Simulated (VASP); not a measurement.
A run of VASP 6.6.1:

INCAR

```
SYSTEM = TiAl
PREC = Accurate ; ENCUT = 520
EDIFF = 1E-6 ; ISMEAR = -1
SIGMA = 0.1 ; LREAL = .FALSE.
LASPH = .TRUE. ; NELM = 100
ALGO = Normal ; ISIF = 2
LWAVE = .FALSE. ; LCHARG = .TRUE.
GGA = CA ; LELF = .TRUE.
LVHAR = .TRUE. ; NBANDS = 14
```

The input KPOINTS:

```
regular mesh
0
G
  9 9 5
  0 0 0
```

The input POSCAR:

```
TiAl
1.0
    2.8672620000      0.0000000000      0.0000000000
   -1.4336310000      2.4831220000      0.0000000000
    0.0000000000      0.0000000000      4.6780830000
Ti Al
1 1
Direct
    0.0000000000      0.0000000000      0.0000000000
    0.3333333333      0.6666666667      0.5000000000
```

Potentials or basis: VASP PAW LDA potentials, release 64 (Ti_sv, Al).

The run is started by

```console
$ cat potpaw_LDA.64/Ti_sv/POTCAR potpaw_LDA.64/Al/POTCAR > POTCAR
$ mpirun -np 1 vasp_std > vasp.out
```

Hardware: 1 thread of Intel Xeon 8259CL, on a shared host.

Q: Estimate the wall time of this run.

A: It took 18 s on 1 thread of Intel Xeon 8259CL (shared host), peak memory 0.14 GiB. Counts: scf iterations 14, k points 36.
